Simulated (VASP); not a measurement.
SiC (rocksalt type), 2 atoms in the cell. Symmetry: Fm-3m, No. 225, cubic system. Conventional cell: a = 3.745 Å, b = 3.745 Å, c = 3.745 Å, α = 90.00°, β = 90.00°, γ = 90.00°. Si (site symmetry m-3m) has 6 C at 1.87 Å within 2.5 Å. Within 2.5 Å of C (site symmetry m-3m) lie 6 Si at 1.87 Å. 

```yaml
Program: VASP 6.6.1
Task: relaxation of cell and atoms
Functional: PBE
Potentials_or_basis: VASP PAW PBE potentials, release 64 (Si, C)
Cutoff: 600 eV
k_mesh: 17 × 17 × 17
Occupations: fermi-dirac, width 0.1 eV
Spin: no spin polarisation
Target_pressure: 100 GPa
Dipole_correction: no
Further_INCAR_settings: ALGO = Normal; EDIFF = 1e-06; IBRION = 2; EDIFFG = -0.005; NSW = 32; ISIF = 3
```

Potentials or basis: VASP PAW PBE potentials, release 64 (Si, C).

Run with:

```sh
$ cat potpaw_PBE.64/Si/POTCAR potpaw_PBE.64/C/POTCAR > POTCAR
$ mpirun -np 1 vasp_std > vasp.out
```

Hardware: 1 thread of Intel Xeon 8259CL, on a shared host.

How long does it take, and how much memory?

Run time: 47 s on 1 thread of Intel Xeon 8259CL, on a shared host, peak memory 0.15 GiB. Counts: scf iterations 19, k points 165, ion steps 3.
